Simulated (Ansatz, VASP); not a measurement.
Mo: VASP beside Ansatz

INCAR

```
  PREC = Accurate
  ENCUT = 520
  EDIFF = 1E-7
  ISMEAR = 0
  SIGMA = 0.1
  LREAL = False
  LASPH = True
  NELM = 80
  ALGO = Normal
  ISIF = 2
  LWAVE = False
  LCHARG = False
  LDIPOL = True
  IDIPOL = 3
  DIPOL = 0.5 0.5 0.293
  NBANDS = 36
```

KPOINTS

```
Automatic mesh
0
Gamma
  9 9 1
```

POSCAR

```
Mo
1.0
    3.1111816891      0.0000000000      0.0000000000
    0.0000000000      3.1111816891      0.0000000000
    0.0000000000      0.0000000000     21.5098172784
Mo
4
Direct
    0.5000000000      0.5000000000      0.1859615983
    0.0000000000      0.0000000000      0.2582816382
    0.5000000000      0.5000000000      0.3325055024
    0.0000000000      0.0000000000      0.3956248056
```

Input for Ansatz:

```yaml
crystal:
  lattice:
    - [3.1111816891, 0.0, 0.0]
    - [0.0, 3.1111816891, 0.0]
    - [0.0, 0.0, 21.5098172784]
  atoms:
    - { symbol: Mo, position: [0.5, 0.5, 0.1859615983] }
    - { symbol: Mo, position: [0.0, 0.0, 0.2582816382] }
    - { symbol: Mo, position: [0.5, 0.5, 0.3325055024] }
    - { symbol: Mo, position: [0.0, 0.0, 0.3956248056] }
basis:
  ecutwfc: 420
kpoints:
  mp_grid: { grid: [9, 9, 1] }
hamiltonian:
  xc: lda
scf:
  occupations: { method: gaussian, width: 0.1 }
output:
  forces: true
  eigenvalues: true
  write_density: true
  write_potential: true
  elf: true
  volumetric_format: npy
efield:
  axis: 3
  dipole_correction: true
  ramp_width: 0.04
```

Alike in both runs: task single point; functional LDA; k mesh 9 × 9 × 1; occupations gaussian, width 0.1 eV; no spin polarisation.

|  | VASP | Ansatz |
| --- | --- | --- |
| version | VASP 6.6.1 | Ansatz 0.2.0 |
| potentials or method | VASP PAW LDA potentials, release 64 (Mo_sv), cutoff 520 eV | scalar-relativistic, plane waves, PAW |
| valence electrons in the cell | 56 | 56 |

|  | VASP | Ansatz | Ansatz less VASP |
| --- | --- | --- | --- |
| gap on the k mesh at the Fermi level (eV) | none | none | - |
| rms of the force components (eV/Å) | 0.714 | 0.725 | +0.0108 |

LDA's correlation is that of Perdew and Zunger in VASP and of Perdew and Wang (1992) in Ansatz. Atom by atom the forces differ by 0.033 eV/Å (rms over components). A gap of «none» marks a metal or a gap that the smearing closes. Ansatz's warnings: xc potential rough in thin density.
